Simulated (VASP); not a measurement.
# BN (Qingsongite): single point with LDA

Crystal: BN (Qingsongite).

```
B N
1.0
     0.00000    1.81947    1.81947
     1.81947    0.00000    1.81947
     1.81947    1.81947    0.00000
B N
1 1
Direct
  0.00000 0.00000 0.00000
  0.25000 0.25000 0.25000
```

- Program: VASP 6.6.1
- Task: single point
- Functional: LDA
- Potentials or basis: VASP PAW LDA potentials, release 64 (B, N)
- Cutoff: 600 eV
- k mesh: 8 × 8 × 8
- Occupations: fermi-dirac, width 0.1 eV
- Spin: no spin polarisation
- Dipole correction: no
- Further INCAR settings: ALGO = Normal; EDIFF = 1e-06; NBANDS = 11

The pressure is -17.3 GPa and the band gap on the k mesh is 4.32 eV, indirect (least direct gap 8.59 eV).

Levels at points of the mesh, in eV from the valence-band top:
```tsv
k point	band 1	band 2	band 3	band 4	band 5	band 6	band 7	band 8
(0.00, 0.00, 0.00)	-19.85	0.00	0.00	0.00	8.59	8.59	8.59	10.12
(0.50, 0.00, 0.00)	-15.66	-10.53	-1.91	-1.91	9.95	10.46	10.46	14.81
(0.50, 0.50, 0.00)	-14.31	-8.76	-4.83	-4.83	4.32	9.03	17.40	17.40
```

It took 3.7 s on 1 thread of Intel(R) Xeon(R) Platinum 8488C (Sapphire Rapids), on a shared host, peak memory 0.12 GiB.

A k mesh can miss the band edges. As with any semilocal functional, this LDA gap is likely too small.
